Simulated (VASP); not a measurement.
Set up this calculation in VASP 6.6.1, as the native input.

```yaml
Task: relaxation of cell and atoms
Functional: PBE
Potentials_or_basis: VASP PAW PBE potentials, release 64 (B, Se)
Cutoff: 600 eV
k_mesh: 4 × 4 × 6
Occupations: gaussian, width 0.1 eV
Spin: no spin polarisation
Dipole_correction: no
Further_INCAR_settings: ALGO = Normal; EDIFF = 1e-06; IBRION = 2; EDIFFG = -0.04; NSW = 90; ISIF = 3
```

The structure of B2Se lies in POSCAR:

```
B2Se
1.0
    2.1546670700     -4.5954579300      0.0000000000
    2.1546670700      4.5954579300      0.0000000000
    0.0000000000      0.0000000000      3.0624818500
B Se
4 2
Direct
    0.1019200500      0.3216338200      0.5000000000
    0.8980799500      0.6783661800      0.5000000000
    0.3216338200      0.1019200500      0.5000000000
    0.6783661800      0.8980799500      0.5000000000
    0.0000000000      0.5000000000      0.0000000000
    0.5000000000      0.0000000000      0.0000000000
```

The input as run:

INCAR

```
SYSTEM = B2Se
PREC = Accurate
ENCUT = 600
EDIFF = 1E-6
ISMEAR = 0
SIGMA = 0.1
LREAL = .FALSE.
LASPH = .TRUE.
NELM = 60
ALGO = Normal
ISIF = 3
LWAVE = .FALSE.
LCHARG = .FALSE.
GGA = PE
IBRION = 2
NSW = 90
EDIFFG = -0.04
```

KPOINTS

```
Automatic mesh
0
G
  4 4 6
  0 0 0
```

Potentials or basis: VASP PAW PBE potentials, release 64 (B, Se).

Run with:

```console
$ cat potpaw_PBE.64/B/POTCAR potpaw_PBE.64/Se/POTCAR > POTCAR
$ mpirun -np 1 vasp_std > vasp.out
```

It gave:

```yaml
Relaxed_volume: 15.05 Å³/atom
Relaxed_cell: a = 5.322 Å, b = 5.322 Å, c = 3.189 Å, α = 90.00°, β = 90.00°, γ = 91.65°
Space_group_after_relaxing_to_0.05_Å: Cmmm (No. 65)
Energy_gained_by_relaxing: 1180.5 meV/atom
Ionic_steps: 47
Pressure_after_relaxing: -0.1 GPa
Band_gap_on_the_k_mesh: zero (band 12 reaches 3.84 eV, above the bottom of band 13 at 2.39 eV)
```

Caveat: the k points lie up to 0.33 Å⁻¹ apart in the final cell; the volume moved by over 15 % at a fixed basis, so the end points are rough.

Wall time 6.8 min on 1 thread of Intel(R) Xeon(R) 6975P-C (Granite Rapids) (shared host), peak memory 0.22 GiB.
